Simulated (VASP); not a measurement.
Set up this calculation in VASP 6.6.1, as the native input.

```yaml
Task: density of states
Functional: PBE
Potentials_or_basis: VASP PAW PBE potentials, release 64 (Zn, O)
Cutoff: 520 eV
k_mesh: 13 × 13 × 7
Occupations: fermi-dirac, width 0.05 eV
Spin: no spin polarisation
Dipole_correction: no
k_mesh_for_the_DOS: 20 × 20 × 11
Occupations_for_the_DOS: tetrahedron
Further_INCAR_settings: ALGO = Normal; EDIFF = 1e-06; NBANDS = 26
```

ZnO (wurtzite type):

```
Zn O
1.0
     3.04466    0.00000    0.00000
    -1.52233    2.63676    0.00000
     0.00000    0.00000    4.91253
Zn O
2 2
Direct
  0.33333 0.66667 0.99854
  0.66667 0.33333 0.49854
  0.33333 0.66667 0.37746
  0.66667 0.33333 0.87746
```

This cell differs from its parent crystal: volume scaled by 0.8.

These files were run (other wordings do the same):

POSCAR

```
ZnO
1.0
    3.0446635418      0.0000000000      0.0000000000
   -1.5223317709      2.6367559732      0.0000000000
    0.0000000000      0.0000000000      4.9125317668
Zn O
2 2
Direct
    0.3333333333      0.6666666667     -0.0014628934
    0.6666666667      0.3333333333      0.4985371066
    0.3333333333      0.6666666667      0.3774628934
    0.6666666667      0.3333333333      0.8774628934
```

INCAR.step1

```
PREC = Accurate
ENCUT = 520
EDIFF = 1E-6
ISMEAR = -1
SIGMA = 0.05
LREAL = False
LASPH = True
NELM = 100
ALGO = Normal
ISIF = 2
LWAVE = False
LCHARG = True
GGA = PE
NBANDS = 26
```

KPOINTS.step1

```
regular mesh
0
Gamma
  13 13 7
```

INCAR.step2

```
PREC = Accurate
ENCUT = 520
EDIFF = 1E-6
ISMEAR = -5
SIGMA = 0.05
LREAL = False
LASPH = True
NELM = 100
ALGO = Normal
ISIF = 2
LWAVE = False
LCHARG = False
GGA = PE
LORBIT = 10
NBANDS = 26
NEDOS = 1001
ICHARG = 11
```

KPOINTS.step2

```
regular mesh
0
Gamma
  20 20 11
```

Potentials or basis: VASP PAW PBE potentials, release 64 (Zn, O).

The run is started by

```sh
$ cat potpaw_PBE.64/Zn/POTCAR potpaw_PBE.64/O/POTCAR > POTCAR
$ cp INCAR.step1 INCAR
$ cp KPOINTS.step1 KPOINTS
$ mpirun -np 1 vasp_std > vasp.out
$ cp INCAR.step2 INCAR
$ cp KPOINTS.step2 KPOINTS
$ mpirun -np 1 vasp_std > vasp.out
```

Results of the run:

The valence electrons inside the program's atomic spheres are Zn 11.20; O 5.13.

It took 5.9 min on 1 thread of AMD EPYC 7R13, on a shared host, peak memory 0.3 GiB.
